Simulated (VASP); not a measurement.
# C (R-3m) in VASP: a series of runs

The runs below take C through single point, with LDA.

All numbers are computed with VASP 6.6.1; they aren't measurements. Logs are shortened: lines on timing, memory, paths and dates and some standing lists are left out, and cuts for length are marked.

## (1) The cell of the first run

Symmetry: R-3m, No. 166, trigonal system. The conventional cell has a = 2.456 Å, b = 2.456 Å, c = 10.041 Å, α = 90.00°, β = 90.00°, γ = 120.00°. Within 1.9 Å of C (site symmetry 3m) lie 3 C at 1.46 Å.

## (2) Single point, LDA (atom 1 (C) moved by (+0.000, -0.300) A along [1 1 0] and z)

Input file INCAR:

```
PREC = Accurate ; ENCUT = 520
EDIFF = 1E-6 ; ISMEAR = 0
SIGMA = 0.05 ; LREAL = False
LASPH = True ; NELM = 60
ALGO = Normal ; ISIF = 2
LWAVE = False ; LCHARG = False
NBANDS = 11
```

Input file KPOINTS:

```
Automatic mesh
0
Gamma
  12 12 12
```

Input file POSCAR:

```
C
1.0
    1.2280263465      0.7090013417      3.3470108394
   -1.2280263465      0.7090013417      3.3470108394
    0.0000000000     -1.4180026834      3.3470108394
C
2
Direct
    0.1341225945      0.1341225945      0.1341225945
    0.8360000000      0.8360000000      0.8360000000
```

Potentials or basis: VASP PAW LDA potentials, release 64 (C).

Started as:

```sh
cat potpaw_LDA.64/C/POTCAR > POTCAR
mpirun -np 1 vasp_std > vasp.out
```

OUTCAR:

```text
PREC = Accurate
   ENCUT = 520
   EDIFF = 1E-6
   ISMEAR = 0
   LREAL = False
   LASPH = True
   NELM = 60
   ISIF = 2

 ion  position               nearest neighbor table
   1  0.134  0.134  0.134-   2 1.46   2 1.46   2 1.46
   2  0.836  0.836  0.836-   1 1.46   1 1.46   1 1.46

  LATTYP: Found a trigonal (rhomboedric) cell.
 ALAT       =     3.6349983727
 COS(alpha) =     0.7717362630

  Lattice vectors:

 A1 = (   1.2280263465,   0.7090013417,   3.3470108394)
 A2 = (  -1.2280263465,   0.7090013417,   3.3470108394)
 A3 = (   0.0000000000,  -1.4180026834,   3.3470108394)

Analysis of symmetry for initial positions (statically):
=====================================================================
 Subroutine PRICEL returns:
 Original cell was already a primitive cell.

 Routine SETGRP: Setting up the symmetry group for a
 trigonal (rhombohedral) supercell.

 Subroutine GETGRP returns: Found 12 space group operations
 (whereof  6 operations were pure point group operations)
 out of a pool of 12 trial point group operations.

The static configuration has the point symmetry C_3v.
 The point group associated with its full space group is D_3d.

Analysis of symmetry for dynamics (positions and initial velocities):
=====================================================================
 Subroutine PRICEL returns:
 Original cell was already a primitive cell.

 Routine SETGRP: Setting up the symmetry group for a
 trigonal (rhombohedral) supercell.

 Subroutine GETGRP returns: Found 12 space group operations
 (whereof  6 operations were pure point group operations)
 out of a pool of 12 trial point group operations.

The dynamic configuration has the point symmetry C_3v.
 The point group associated with its full space group is D_3d.

 Subroutine INISYM returns: Found 12 space group operations
 (whereof  6 operations are pure point group operations),
 and found     1 'primitive' translations

----------------------------------------------------------------------------------------

                                     Primitive cell

  volume of cell :      17.4849

  direct lattice vectors                    reciprocal lattice vectors
     1.228026347  0.709001342  3.347010839     0.407157388  0.235072428  0.099591352
    -1.228026347  0.709001342  3.347010839    -0.407157388  0.235072428  0.099591352
     0.000000000 -1.418002683  3.347010839     0.000000000 -0.470144855  0.099591352

  length of vectors
     3.634998373  3.634998373  3.634998373     0.480577384  0.480577384  0.480577384

  position of ions in fractional coordinates (direct lattice)
     0.134122594  0.134122594  0.134122594
     0.836000000  0.836000000  0.836000000

  ion indices of the primitive-cell ions
   primitive index   ion index
                 1           1
                 2           2

----------------------------------------------------------------------------------------

 KPOINTS: Automatic mesh

Automatic generation of k-mesh.
 Grid dimensions read from file:
 generate k-points for:   12   12   12

 Generating k-lattice:

  Cartesian coordinates                     Fractional coordinates (reciprocal lattice)
     0.033929782  0.019589369  0.008299279     0.083333333  0.000000000  0.000000000
    -0.033929782  0.019589369  0.008299279     0.000000000  0.083333333  0.000000000
     0.000000000 -0.039178738  0.008299279     0.000000000  0.000000000  0.083333333

  Length of vectors
     0.040048115  0.040048115  0.040048115

  Shift w.r.t. Gamma in fractional coordinates (k-lattice)
     0.000000000  0.000000000  0.000000000

 Subroutine IBZKPT returns following result:
 ===========================================

 Found    189 irreducible k-points:

 Following reciprocal coordinates:
            Coordinates               Weight
  0.000000  0.000000  0.000000      1.000000
  0.083333 -0.000000  0.000000      6.000000
  0.166667 -0.000000  0.000000      6.000000
  0.250000 -0.000000  0.000000      6.000000
  0.333333 -0.000000  0.000000      6.000000
  0.416667 -0.000000  0.000000      6.000000
[... 16 lines left out ...]
  0.500000  0.166667  0.000000     12.000000
 -0.416667  0.166667 -0.000000     12.000000
 [... further k-points ...]
   k-points           NKPTS =    189   k-points in BZ     NKDIM =    189   number of bands    NBANDS=     11
   number of dos      NEDOS =    301   number of ions     NIONS =      2
   total plane-waves  NPLWV =  21952
   dimension x,y,z NGX =    28 NGY =   28 NGZ =   28
   dimension x,y,z NGXF=    56 NGYF=   56 NGZF=   56
   ions per type =               2
   NGX,Y,Z   is equivalent  to a cutoff of  12.81, 12.81, 12.81 a.u.
   NGXF,Y,Z  is equivalent  to a cutoff of  25.61, 25.61, 25.61 a.u.
 SYSTEM =  unknown system
   PREC   = accura    normal or accurate (medium, high low for compatibility)
   ISTART =      0    job   : 0-new  1-cont  2-samecut
   ICHARG =      2    charge: 1-file 2-atom 10-const
   ISPIN  =      1    spin polarized calculation?
   LNONCOLLINEAR =      F non collinear calculations
   LSORBIT =      F    spin-orbit coupling
   LASPH  =      T    aspherical Exc in radial PAW
   ENCUT  =  520.0 eV  38.22 Ry    6.18 a.u.   6.76  6.76  6.76*2*pi/ulx,y,z
   NELM   =     60;   NELMIN=  2; NELMDL= -5     # of ELM steps
   EDIFF  = 0.1E-05   stopping-criterion for ELM
   LREAL  =      F    real-space projection
   EDIFFG = 0.1E-04   stopping-criterion for IOM
   NSW    =      0    number of steps for IOM
   IBRION =     -1    ionic relax: 0-MD 1-quasi-New 2-CG
   NFREE  =      0    steps in history (QN), initial steepest desc. (CG)
   ISIF   =      2    stress and relaxation
   ISYM   =      2    0-nonsym 1-usesym 2-fastsym
   POTIM  = 0.5000    time-step for ionic-motion
   TEBEG  =    0.0;   TEEND  =   0.0 temperature during run
   PSTRESS=    0.0 pullay stress
   NELECT =       8.0000    total number of electrons
   NUPDOWN=      -1.0000    fix difference up-down
   EMIN   =  10.00;   EMAX   =-10.00  energy-range for DOS
   EFERMI =   0.00;   METHOD = LEGACY
   ISMEAR =     0;   SIGMA  =   0.05  broadening in eV -4-tet -1-fermi 0-gaus
   EFERMI_NEDOS =   21; number of points for ismear=-14 and -15
   IALGO  =     38    algorithm
   IMIX   =      4    mixing-type and parameters
     AMIX     =   0.40;   BMIX     =  1.00
     AMIX_MAG =   1.60;   BMIX_MAG =  1.00
  volume/ion in A,a.u.               =       8.74        59.00
  Fermi-wavevector in a.u.,A,eV,Ry     =   1.261490  2.383870 21.651724  1.591357
  Thomas-Fermi vector in A             =   2.394946
   LORBIT       =      0    0 simple, 1 ext, 2 COOP (PROOUT), +10 PAW based schemes
   GGA     = CA    functional components
   LHFCALC =     F    Hartree Fock is set to
   AEXX    =    0.0000 exact exchange contribution
   IVDW    =     0    specifies the selected vdW correction
   LEPSILON=     F    determine dielectric tensor
   LRPA    =     F    only Hartree local field effects (RPA)
 non-spin polarized calculation
 Gauss-broadening in eV      SIGMA  =   0.05
  energy-cutoff  :      520.00
  volume of cell :       17.48
 maximum number of plane-waves:       483
   NGX = 13   NGY = 13   NGZ = 13

 number of electron       8.0000000 magnetization

 Free energy of the ion-electron system (eV)
  ---------------------------------------------------
  ext. energy  EPLUGINS =         0.00000000
  ---------------------------------------------------
  free energy    TOTEN  =       -19.16178763 eV

  energy without entropy =      -19.16178763  energy(sigma->0) =      -19.16178763

 E-fermi :   4.3719     XC(G=0): -10.9280

 val. band max:        4.0411211270   @ k =  -0.3333   0.2500  -0.0000
 cond. band min:       4.8382331567   @ k =  -0.3333   0.2500  -0.0000
 fundamental gap:      0.7971120297
 Fermi energy:         4.3719288332

 k-point     1 :       0.0000    0.0000    0.0000
  band No.  band energies     occupation
      1     -14.5876      2.00000
      2      -1.4813      2.00000
      3       2.6922      2.00000
      4       2.6922      2.00000
      5       6.3312      0.00000
      6      12.9173      0.00000
      7      12.9173      0.00000
      8      17.4310      0.00000
      9      17.4698      0.00000
     10      27.2437      0.00000
     11      30.9746      0.00000

 k-point     2 :       0.0833   -0.0000    0.0000
  band No.  band energies     occupation
      1     -14.4158      2.00000
      2      -1.3382      2.00000
      3       2.0155      2.00000
      4       2.3466      2.00000
      5       6.5041      0.00000
      6      12.9541      0.00000
      7      13.5308      0.00000
      8      17.0618      0.00000
      9      17.7385      0.00000
     10      27.4397      0.00000
     11      29.3583      0.00000

 k-point     3 :       0.1667   -0.0000    0.0000
  band No.  band energies     occupation
      1     -13.9020      2.00000
      2      -0.9686      2.00000
      3       0.3871      2.00000
      4       1.5441      2.00000
      5       6.9531      0.00000
      6      12.8445      0.00000
      7      15.0744      0.00000
      8      16.0221      0.00000
      9      18.6311      0.00000
     10      26.4693      0.00000
     11      28.4455      0.00000

 k-point     4 :       0.2500   -0.0000    0.0000
  band No.  band energies     occupation
      1     -13.0528      2.00000
      2      -2.0395      2.00000
      3       0.0305      2.00000
      4       0.6602      2.00000
      5       7.3710      0.00000
      6      12.5731      0.00000
      7      14.8791      0.00000
      8      16.9520      0.00000
      9      19.6761      0.00000
     10      24.9647      0.00000
     11      27.4640      0.00000
[... 239 lines left out ...]
 k-point    22 :       0.4167    0.1667    0.0000
  band No.  band energies     occupation
      1     -11.3343      2.00000
      2      -4.1487      2.00000
      3      -1.8842      2.00000
      4       0.9739      2.00000
      5       7.4968      0.00000
      6      14.3428      0.00000
      7      15.4757      0.00000
      8      17.6749      0.00000
      9      18.2187      0.00000
     10      23.8880      0.00000
     11      26.3069      0.00000

 k-point    23 :       0.5000    0.1667    0.0000
  band No.  band energies     occupation
      1      -9.8953      2.00000
      2      -6.1460      2.00000
      3      -2.4651      2.00000
      4       2.2182      2.00000
      5       6.3469      0.00000
      6      15.1521      0.00000
      7      15.2790      0.00000
      8      17.5163      0.00000
      9      19.4380      0.00000
     10      21.8355      0.00000
     11      27.3367      0.00000

 k-point    24 :      -0.4167    0.1667   -0.0000
  band No.  band energies     occupation
      1      -8.6599      2.00000
      2      -7.5939      2.00000
      3      -2.6551      2.00000
      4       3.4258      2.00000
      5       5.1907      0.00000
      6      15.1649      0.00000
      7      15.3777      0.00000
      8      16.6163      0.00000
      9      20.2129      0.00000
     10      22.2296      0.00000
     11      27.0529      0.00000

 [... further k-points ...]
[... 5 lines left out ...]
  --------------------------------------------------------------------------------------
  -------------------------------------------------------------------------------------
  Total       -0.4511623     -0.4511623     -2.6023940      0.0000000     -0.0000000      0.0000000
  in kB      -41.3409348    -41.3409348   -238.4627392      0.0000000     -0.0000000      0.0000000
  external PRESSURE =    -107.0482029 kB  Pullay stress =       0.0000000 kB

 VOLUME and BASIS-vectors are now :
 -----------------------------------------------------------------------------
  energy-cutoff  :      520.00
  volume of cell :       17.48
      direct lattice vectors                 reciprocal lattice vectors
     1.228026347  0.709001342  3.347010839     0.407157388  0.235072428  0.099591352
    -1.228026347  0.709001342  3.347010839    -0.407157388  0.235072428  0.099591352
     0.000000000 -1.418002683  3.347010839     0.000000000 -0.470144855  0.099591352

 POSITION                                       TOTAL-FORCE (eV/Angst)
 -----------------------------------------------------------------------------------
      0.00000      0.00000      1.34673         0.000000      0.000000      5.983136
      0.00000      0.00000      8.39430         0.000000      0.000000     -5.983136
 -----------------------------------------------------------------------------------
    total drift:                                0.000000     -0.000000     -0.000001

  FREE ENERGIE OF THE ION-ELECTRON SYSTEM (eV)
  ---------------------------------------------------
  free  energy   TOTEN  =       -19.1617876254 eV

  energy  without entropy=      -19.1617876254  energy(sigma->0) =      -19.16178763
```

Wall time 20 s (1 thread of Intel Xeon 6975P-C (Granite Rapids), shared host); peak memory 0.15 GiB.

Results:

| Property | Result |
| --- | --- |
| Free energy | -19.1618 eV |
| Pressure | -10.7 GPa |
| Largest force | 5.983 eV/Å |

Forces in eV/Å, atoms in the order of the input:
```
C    0.000  0.000  5.983
C    0.000  0.000 -5.983
```

Caveat: the cell differs from its parent crystal (atom 1 (C) moved by (+0.000, -0.300) A along [1 1 0] and z); the stress differs along the axes, from -24 to -4 GPa; forces of over 1 eV/Å act on the atoms, so gaps and moduli don't describe the material at rest.

(Continued in part 2 of 3.)
